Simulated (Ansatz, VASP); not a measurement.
## InSb: VASP beside Ansatz

Contents of INCAR:

```
  PREC = Accurate
  ENCUT = 500
  EDIFF = 1E-6
  ISMEAR = 0
  SIGMA = 0.15
  LREAL = F
  LASPH = T
  NELM = 120
  ALGO = Normal
  ISIF = 2
  LWAVE = F
  LCHARG = F
  GGA = PE
  NBANDS = 16
  GGA_COMPAT = F
```

KPOINTS

```
regular mesh
0
Gamma
  14 14 8
```

File POSCAR:

```
InSb
1.0
    3.0909502994      0.0000000000      0.0000000000
    0.0000000000      3.0909502994      0.0000000000
    0.0000000000      0.0000000000      6.2339415419
In Sb
1 1
Direct
    0.0000000000      0.0000000000      0.0000000000
    0.0000000000      0.0000000000      0.5000000000
```

Input for Ansatz:

```yaml
crystal:
  lattice:
    - [3.0909502994, 0.0, 0.0]
    - [0.0, 3.0909502994, 0.0]
    - [0.0, 0.0, 6.2339415419]
  atoms:
    - { symbol: In, position: [0.0, 0.0, 0.0] }
    - { symbol: Sb, position: [0.0, 0.0, 0.5] }
basis:
  ecutwfc: 420
kpoints:
  mp_grid: { grid: [14, 14, 8] }
hamiltonian:
  xc: pbe
  pseudopotentials: { kind: paw, azcp: { folder: soft_1 } }
scf:
  occupations: { method: gaussian, width: 0.15 }
output:
  forces: true
  stress: true
  eigenvalues: true
```

Alike in both runs: task single point; functional PBE; k mesh 14 × 14 × 8; occupations gaussian, width 0.15 eV; no spin polarisation.

```csv
,VASP,Ansatz
version,VASP 6.6.1,Ansatz 0.2.0
potentials or method,"VASP PAW PBE potentials, release 64 (In_d, Sb), cutoff 500 eV","scalar-relativistic, plane waves, PAW"
valence electrons in the cell,18,28
```

|  | VASP | Ansatz | Ansatz less VASP |
| --- | --- | --- | --- |
| gap on the k mesh at the Fermi level (eV) | none | none | - |
| pressure (GPa) | 0.0 | 0.0 | +0.03 |

A gap of «none» marks a metal or a gap that the smearing closes. VASP's potentials hold 18 valence electrons a cell and Ansatz's 28, so a difference there can come from the potentials and not from the codes.

Spin-orbit coupling is off throughout.
